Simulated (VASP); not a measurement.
Set up this calculation in VASP 6.6.1, as the native input.

| Quantity | Value |
| --- | --- |
| Task | relaxation of cell and atoms |
| Functional | PBE |
| Potentials or basis | VASP PAW PBE potentials, release 64 (B, As) |
| Cutoff | 600 eV |
| k mesh | 2 × 2 × 2, shifted |
| Occupations | gaussian, width 0.1 eV |
| Spin | no spin polarisation |
| Dipole correction | no |
| Further INCAR settings | LREAL = Auto; ALGO = Normal; EDIFF = 1e-07; ISYM = 0; IBRION = 2; EDIFFG = -0.04; NSW = 90; ISIF = 3 |

The structure of BAs3 lies in POSCAR:

```
BAs3
1.0
    7.1150020000      0.1216840000     -0.0762260000
    0.1216840000      7.4579790000      0.0655730000
   -0.0762260000      0.0655730000      7.5605040000
B As
5 15
Direct
    0.1571366672      0.4186725534      0.7941095901
    0.1862176450      0.4895971039      0.5980594951
    0.2661152852      0.4271932905      0.9825763264
    0.1650176924      0.4410751194      0.3822192973
    0.1153669007      0.6387320921      0.4424917757
    0.6679917257      0.4686812459      0.1944355212
    0.9281590369      0.2687277809      0.3636035618
    0.5888167638      0.9266158962      0.0968168666
    0.8795744014      0.6992238344      0.9243701574
    0.9382159193      0.2554872192      0.6675572136
    0.6258274439      0.4530338858      0.6076403481
    0.0156858003      0.0157573857      0.9589575280
    0.3646507752      0.6692016567      0.9676591594
    0.9668968759      0.9528372114      0.2736244336
    0.3351843486      0.3053765684      0.2257324637
    0.3653189288      0.7121722589      0.6631595682
    0.3132546906      0.9623952002      0.3203132262
    0.8249089120      0.6810566111      0.4638113131
    0.6867273084      0.9113221239      0.7084675214
    0.6989457827      0.2023057678      0.9574209786
```

One way to write it, as run:

INCAR

```
ALGO = Normal
EDIFF = 1E-7
EDIFFG = -0.04
ENCUT = 600
GGA = PE
IBRION = 2
ISIF = 3
ISMEAR = 0
ISYM = 0
LASPH = T
LCHARG = F
LREAL = Auto
LWAVE = F
NELM = 100
NSW = 90
PREC = Accurate
SIGMA = 0.1
```

KPOINTS

```
Automatic mesh
0
Gamma
  2 2 2
  0.5 0.5 0.5
```

Potentials or basis: VASP PAW PBE potentials, release 64 (B, As).

The run is started by

```console
$ cat potpaw_PBE.64/B/POTCAR potpaw_PBE.64/As/POTCAR > POTCAR
$ mpirun -np 1 vasp_std > vasp.out
```

It gave:

The relaxed volume is 21.25 Å³/atom and the relaxed cell is a = 6.724 Å, b = 7.833 Å, c = 8.234 Å, α = 88.42°, β = 101.39°, γ = 90.78°. The space group after relaxing (to 0.05 Å) is P1 (No. 1), the energy gained by relaxing is 253.0 meV/atom and the ionic steps are 64. The pressure after relaxing is 0.0 GPa, the largest force after relaxing is 0.037 eV/Å and the band gap on the k mesh is 0.28 eV, indirect (least direct gap 0.30 eV).

Run time: 74 min on 1 thread of Intel(R) Xeon(R) 6975P-C (Granite Rapids) (shared host), peak memory 0.56 GiB.
